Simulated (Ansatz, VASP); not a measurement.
**CdTe: VASP beside Ansatz**

```xyz
2
Lattice="0.0000 2.7823 2.7823 2.7823 0.0000 2.7823 2.7823 2.7823 0.0000" Properties=species:S:1:pos:R:3 pbc="T T T"
Cd    0.0000    0.0000    0.0000
Te    2.7823    2.7823    2.7823
```

Alike in both runs: task single point; functional PBE; k mesh 14 × 14 × 14; occupations gaussian, width 0.1 eV; no spin polarisation.

|  | VASP | Ansatz |
| --- | --- | --- |
| version | VASP 6.6.1 | Ansatz 0.2.0 |
| potentials or method | VASP PAW PBE potentials, release 64 (Cd, Te), cutoff 500 eV | scalar-relativistic, plane waves, PAW |
| valence electrons in the cell | 18 | 36 |

|  | VASP | Ansatz | Ansatz less VASP |
| --- | --- | --- | --- |
| gap on the k mesh at the Fermi level (eV) | none | none | - |
| pressure (GPa) | 27.8 | 27.2 | -0.62 |

A gap of «none» marks a metal or a gap that the smearing closes. VASP's potentials hold 18 valence electrons a cell and Ansatz's 36, so a difference there can come from the potentials and not from the codes.

Spin-orbit coupling is off throughout.
